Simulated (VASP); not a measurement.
# Be8SbS6 (a cell with a defect) in VASP: single point with PBEsol

Aim: the single point of Be8SbS6 (a cell with a defect) with PBEsol.

Program: VASP 6.6.1. These are calculated values, not measurements. Logs are shortened: lines on timing, memory, paths and dates and some standing lists are left out, and cuts for length are marked.

**1. The cell of the first run**

The cell holds a defect, 15 atoms: a = 6.842 Å, b = 6.842 Å, c = 6.842 Å, α = 60.00°, β = 60.00°, γ = 60.00°.

**2. Single point, PBEsol, collinear spin**

Contents of INCAR:

```
  PREC = Accurate
  ENCUT = 520
  EDIFF = 1E-7
  ISMEAR = -5
  SIGMA = 0.05
  LREAL = Auto
  LASPH = True
  NELM = 150
  ALGO = Normal
  ISIF = 2
  LWAVE = False
  LCHARG = True
  ISPIN = 2
  MAGMOM = 0.143 0.143 0.143 0.143 0 0.143 0 0.143 0 0 0 0 0 0 0.143
  LORBIT = 11
  GGA = PS
  LELF = True
  LVHAR = True
  NELECT = 55.0
  NBANDS = 46
```

Contents of KPOINTS:

```
Automatic mesh
0
Gamma
  2 2 2
  0.5 0.5 0.5
```

Contents of POSCAR:

```
Be8SbS6
1.0
    0.0000000000      4.8379960000      4.8379960000
    4.8379960000      0.0000000000      4.8379960000
    4.8379960000      4.8379960000      0.0000000000
Be S Sb
8 6 1
Direct
    0.9956230000      0.9943650000      0.0065820000
    0.5000340000      0.4959370000      0.5030620000
    0.9997410000      0.0144290000      0.5084830000
    0.4938770000      0.5040310000      0.0007210000
    0.9994250000      0.5018600000      0.0007300000
    0.5040390000      0.9885300000      0.5048520000
    0.5004740000      0.9899660000      0.0059770000
    0.0097830000      0.5083120000      0.4896630000
    0.1102170000      0.1284970000      0.1195130000
    0.6254880000      0.6268710000      0.1255940000
    0.1254130000      0.6241830000      0.1145560000
    0.6291560000      0.1230770000      0.6182280000
    0.6254120000      0.1322080000      0.1126600000
    0.1223310000      0.6262580000      0.6273920000
    0.6364210000      0.6264960000      0.6127300000
```

Potentials or basis: VASP PAW PBE potentials, release 64 (Be, S, Sb).

Run with:

```
$ cat potpaw_PBE.64/Be/POTCAR potpaw_PBE.64/S/POTCAR potpaw_PBE.64/Sb/POTCAR > POTCAR
$ mpirun -np 1 vasp_std > vasp.out
```

OUTCAR:

```text
PREC = Accurate
   ENCUT = 520
   EDIFF = 1E-7
   ISMEAR = -5
   LREAL = Auto
   LASPH = True
   NELM = 150
   ISIF = 2
   ISPIN = 2
   LORBIT = 11
   GGA = PS
   NELECT = 55.0

 ion  position               nearest neighbor table
   1  0.996  0.994  0.007-   9 2.02  11 2.07  13 2.07
   2  0.500  0.496  0.503-  12 2.08  15 2.11  10 2.11  14 2.11
   3  1.000  0.014  0.508-  12 2.08  14 2.17   9 2.18
   4  0.494  0.504  0.001-  11 2.06  13 2.08  10 2.12  15 2.17
   5  0.999  0.502  0.001-  11 2.02  14 2.09  10 2.09   9 2.09
   6  0.504  0.989  0.505-  15 2.02  12 2.09  13 2.19
   7  0.500  0.990  0.006-  10 2.03  13 2.09  12 2.17   9 2.18
   8  0.010  0.508  0.490-  14 2.06  15 2.09  11 2.10
   9  0.110  0.128  0.120-   1 2.02   5 2.09   7 2.18   3 2.18
  10  0.625  0.627  0.126-   7 2.03   5 2.09   2 2.11   4 2.12
  11  0.125  0.624  0.115-   5 2.02   4 2.06   1 2.07   8 2.10
  12  0.629  0.123  0.618-   3 2.08   2 2.08   6 2.09   7 2.17
  13  0.625  0.132  0.113-   1 2.07   4 2.08   7 2.09   6 2.19
  14  0.122  0.626  0.627-   8 2.06   5 2.09   2 2.11   3 2.17
  15  0.636  0.626  0.613-   6 2.02   8 2.09   2 2.11   4 2.17

  LATTYP: Found a face centered cubic cell.
 ALAT       =     9.6759920000

  Lattice vectors:

 A1 = (   0.0000000000,   4.8379960000,   4.8379960000)
 A2 = (   4.8379960000,   0.0000000000,   4.8379960000)
 A3 = (   4.8379960000,   4.8379960000,   0.0000000000)

Analysis of symmetry for initial positions (statically):
=====================================================================
 Subroutine PRICEL returns:
 Original cell was already a primitive cell.

 Routine SETGRP: Setting up the symmetry group for a
 face centered cubic supercell.

 Subroutine GETGRP returns: Found  1 space group operations
 (whereof  1 operations were pure point group operations)
 out of a pool of 48 trial point group operations.

The static configuration has the point symmetry C_1 .

Analysis of symmetry for dynamics (positions and initial velocities):
=====================================================================
 Subroutine PRICEL returns:
 Original cell was already a primitive cell.

 Routine SETGRP: Setting up the symmetry group for a
 face centered cubic supercell.

 Subroutine GETGRP returns: Found  1 space group operations
 (whereof  1 operations were pure point group operations)
 out of a pool of 48 trial point group operations.

[... 863 lines left out ...]

 spin component 2

 k-point     1 :       0.2500    0.2500    0.2500
  band No.  band energies     occupation
      1      -9.1834      1.00000
      2      -8.2784      1.00000
      3      -7.9916      1.00000
      4      -7.6581      1.00000
      5      -7.5851      1.00000
      6      -7.4524      1.00000
[... 661 lines left out ...]
     38      10.4158      0.00000
     39      10.5738      0.00000
 [bands above 39 left out]

------------------------ aborting loop because EDIFF is reached ----------------------------------------

  FORCE on cell =-STRESS in cart. coord.  units (eV):
  Direction    XX          YY          ZZ          XY          YZ          ZX
  --------------------------------------------------------------------------------------
  -------------------------------------------------------------------------------------
  Total      -10.8015070    -11.6771466     -8.3580524     -3.5717409      0.8588856      1.9724029
  in kB      -76.4132063    -82.6077519    -59.1274515    -25.2676013      6.0760228     13.9533890
  external PRESSURE =     -72.7161366 kB  Pullay stress =       0.0000000 kB

 VOLUME and BASIS-vectors are now :
 -----------------------------------------------------------------------------
  energy-cutoff  :      520.00
  volume of cell :      226.48
      direct lattice vectors                 reciprocal lattice vectors
     0.000000000  4.837996000  4.837996000    -0.103348577  0.103348577  0.103348577
     4.837996000  0.000000000  4.837996000     0.103348577 -0.103348577  0.103348577
     4.837996000  4.837996000  0.000000000     0.103348577  0.103348577 -0.103348577

 POSITION                                       TOTAL-FORCE (eV/Angst)
 -----------------------------------------------------------------------------------
      4.84258      4.84866      9.62755         0.791366      0.561805     -0.678846
      4.83315      4.85297      4.81850        -2.201273     -2.331197     -2.602318
      2.52985      7.29678      4.90655        -1.562495     -1.104132     -0.900540
      2.44199      2.39286      4.82787         1.793542      1.942162     -1.744988
      2.43153      4.83875      7.26321        -0.479229     -0.314873     -0.520623
      7.22498      4.88101      7.22104         2.294269     -2.422861      3.947572
      4.81837      2.45021      7.21074         0.320596     -0.841640      0.138408
      4.82820      2.41632      2.50654        -1.534418      1.501221      2.907657
      1.19987      1.11143      1.15490         0.138949      1.096798      0.838511
      3.64042      3.63373      6.05891        -0.177933      0.006601     -0.131878
      3.57402      1.16097      3.62654         0.221748      0.398532      0.249869
      3.58643      6.03484      3.63930         0.665024      0.226611     -0.280125
      1.18467      3.57079      3.66536         0.126089      0.016528     -0.501499
      6.06515      3.62716      3.62167         0.138053      0.175824      0.579427
      5.99537      6.04339      6.10999        -0.534289      1.088622     -1.300627
 -----------------------------------------------------------------------------------
    total drift:                               -0.004061      0.002945      0.002068

  FREE ENERGIE OF THE ION-ELECTRON SYSTEM (eV)
  ---------------------------------------------------
  free  energy   TOTEN  =       -79.2236806740 eV

  energy  without entropy=      -79.2236806740  energy(sigma->0) =      -79.22368067

 total charge

# of ion       s       p       d       tot
------------------------------------------
    1        0.382   0.562   0.000   0.944
    2        0.428   0.701   0.000   1.128
    3        0.346   0.470   0.000   0.817
    4        0.422   0.687   0.000   1.109
    5        0.391   0.672   0.000   1.064
    6        0.430   0.609   0.000   1.039
    7        0.376   0.618   0.000   0.993
    8        0.424   0.620   0.000   1.044
    9        1.298   2.448   0.000   3.745
   10        1.307   2.434   0.000   3.741
   11        1.303   2.460   0.000   3.764
   12        1.304   2.432   0.000   3.736
   13        1.307   2.420   0.000   3.727
   14        1.305   2.426   0.000   3.731
   15        1.158   1.580   0.042   2.780
--------------------------------------------------
tot         12.180  21.139   0.042  33.361

 magnetization (x)

# of ion       s       p       d       tot
------------------------------------------
    1       -0.000  -0.000   0.000  -0.000
    2        0.000   0.000   0.000   0.000
    3       -0.000  -0.000   0.000  -0.000
    4        0.000   0.000   0.000   0.000
    5       -0.000  -0.000   0.000  -0.000
    6        0.000   0.000   0.000   0.000
    7       -0.000   0.000   0.000   0.000
    8        0.000   0.000   0.000   0.000
    9        0.000   0.000   0.000   0.000
   10        0.000   0.000   0.000   0.000
   11        0.000   0.000   0.000   0.000
   12        0.000   0.000   0.000   0.000
   13        0.000   0.000   0.000   0.000
   14        0.000   0.000   0.000   0.000
   15        0.000   0.000   0.000   0.000
--------------------------------------------------
tot          0.000   0.001   0.000   0.001
```

OSZICAR:

```text
N       E                     dE             d eps       ncg     rms          rms(c)
DAV:   1     0.211975142317E+03    0.21198E+03   -0.21796E+04  2944   0.101E+03
DAV:   2    -0.561693466406E+02   -0.26814E+03   -0.25302E+03  3732   0.183E+02
DAV:   3    -0.805321643272E+02   -0.24363E+02   -0.24093E+02  3736   0.624E+01
DAV:   4    -0.810490584409E+02   -0.51689E+00   -0.51548E+00  4040   0.103E+01
DAV:   5    -0.810588844725E+02   -0.98260E-02   -0.98250E-02  3770   0.146E+00    0.148E+01
DAV:   6    -0.797113847195E+02    0.13475E+01   -0.12197E+00  3544   0.318E+00    0.914E+00
DAV:   7    -0.792645371473E+02    0.44685E+00   -0.24814E+00  3760   0.366E+00    0.222E+00
DAV:   8    -0.792205463449E+02    0.43991E-01   -0.27197E-01  3476   0.169E+00    0.109E+00
DAV:   9    -0.792233206126E+02   -0.27743E-02   -0.24849E-02  3784   0.591E-01    0.484E-01
DAV:  10    -0.792233693123E+02   -0.48700E-04   -0.21627E-03  3618   0.215E-01    0.229E-01
DAV:  11    -0.792235013017E+02   -0.13199E-03   -0.74581E-04  3760   0.902E-02    0.961E-02
DAV:  12    -0.792236368649E+02   -0.13556E-03   -0.17375E-04  3576   0.497E-02    0.368E-02
DAV:  13    -0.792236560904E+02   -0.19225E-04   -0.24043E-05  3704   0.192E-02    0.223E-02
DAV:  14    -0.792236741227E+02   -0.18032E-04   -0.10687E-05  3810   0.121E-02    0.105E-02
DAV:  15    -0.792236795491E+02   -0.54263E-05   -0.32694E-06  3768   0.653E-03    0.646E-03
DAV:  16    -0.792236802885E+02   -0.73942E-06   -0.64359E-07  3778   0.286E-03    0.382E-03
DAV:  17    -0.792236805789E+02   -0.29040E-06   -0.26580E-07  3000   0.179E-03    0.148E-03
DAV:  18    -0.792236806740E+02   -0.95153E-07   -0.68734E-08  2042   0.105E-03
   1 F= -.79223681E+02 E0= -.79223681E+02  d E =0.000000E+00  mag=     0.0007
```

Wall time 18 min (1 thread of Intel Xeon Platinum 8259CL at 2.50GHz (Skylake/Cascade Lake), shared host); peak memory 0.63 GiB.

Results:

* Free energy: -79.2237 eV
* Largest force: 5.169 eV/Å
* Net moment: 0.00 μB per cell
* Valence electrons inside the program's atomic spheres: Be 0.94, 1.13, 0.82, 1.11, 1.06, 1.04, 0.99 (each value once); S 3.75, 3.74, 3.76, 3.73 (each value once); Sb 2.78

Forces on the atoms (eV/Å):
```
Be   0.791  0.562 -0.679
Be  -2.201 -2.331 -2.602
Be  -1.562 -1.104 -0.901
Be   1.794  1.942 -1.745
Be  -0.479 -0.315 -0.521
Be   2.294 -2.423  3.948
Be   0.321 -0.842  0.138
Be  -1.534  1.501  2.908
S    0.139  1.097  0.839
S   -0.178  0.007 -0.132
S    0.222  0.399  0.250
S    0.665  0.227 -0.280
S    0.126  0.017 -0.501
S    0.138  0.176  0.579
Sb  -0.534  1.089 -1.301
```

Caveat: the k points lie up to 0.56 Å⁻¹ apart; the cell carries a net charge on a neutralising background, which shifts energy and pressure; the cell is charged against a uniform background, so pressure and absolute levels hang on convention; the PAW data sets were made with another functional, which shifts forces and pressure a little; tetrahedron occupations give inexact forces and stress in metals.
